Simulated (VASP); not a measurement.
Here is a VASP 6.6.1 calculation.

File POSCAR:

```
MgO
1.0
    0.0000000000      2.1085000000      2.1085000000
    2.1085000000      0.0000000000      2.1085000000
    2.1085000000      2.1085000000      0.0000000000
Mg O
1 1
Direct
    0.0000000000      0.0000000000      0.0000000000
    0.5000000000      0.5000000000      0.5000000000
```

The input INCAR.step1:

```
SYSTEM = MgO
ALGO = Normal
EDIFF = 1E-4
ENCUT = 600
GGA = PE
ISMEAR = 0
LASPH = .True.
LCHARG = .False.
LREAL = .False.
LWAVE = .True.
NELM = 100
PREC = Accurate
SIGMA = 0.01
```

Contents of INCAR.step2:

```
SYSTEM = MgO
ALGO = Normal
BPARAM = 11.95
CPARAM = 0.0093
EDIFF = 1E-6
EDIFFG = -0.01
ENCUT = 600
IBRION = 2
ISIF = 3
ISMEAR = 0
ISTART = 1
IVDW_NL = 2
LASPH = .True.
LCHARG = .False.
LMIXTAU = .True.
LREAL = .False.
LUSE_VDW = .True.
LWAVE = .False.
METAGGA = R2SCAN
NELM = 100
NSW = 80
PREC = Accurate
SIGMA = 0.01
```

The input KPOINTS:

```
k-points
0
Gamma
  8 8 8
  0 0 0
```

Potentials or basis: VASP PAW PBE potentials, release 64 (Mg, O).

Command:

```console
$ cat potpaw_PBE.64/Mg/POTCAR potpaw_PBE.64/O/POTCAR > POTCAR
$ cp INCAR.step1 INCAR
$ mpirun -np 1 vasp_std > vasp.out
$ cp INCAR.step2 INCAR
$ mpirun -np 1 vasp_std > vasp.out
```

Problem. Estimate the relaxed cell.

Solution. a = 2.959 Å, b = 2.959 Å, c = 2.959 Å, α = 60.00°, β = 60.00°, γ = 60.00°.

Problem. Predict the space group after relaxing (to 0.05 Å).

Solution. Fm-3m (No. 225).

Problem. Predict the band gap on the k mesh.

Solution. 5.76 eV, direct.

Final structure:
```
CELL_PARAMETERS angstrom
0.00000 2.09230 2.09230
2.09230 0.00000 2.09230
2.09230 2.09230 0.00000
ATOMIC_POSITIONS crystal
Mg 0.00000 0.00000 0.00000
O 0.50000 0.50000 0.50000
```

Caveat: the PAW data sets were made with another functional, which shifts forces and pressure a little. r2SCAN opens gaps a little over a GGA but as a rule still falls short of measured ones.
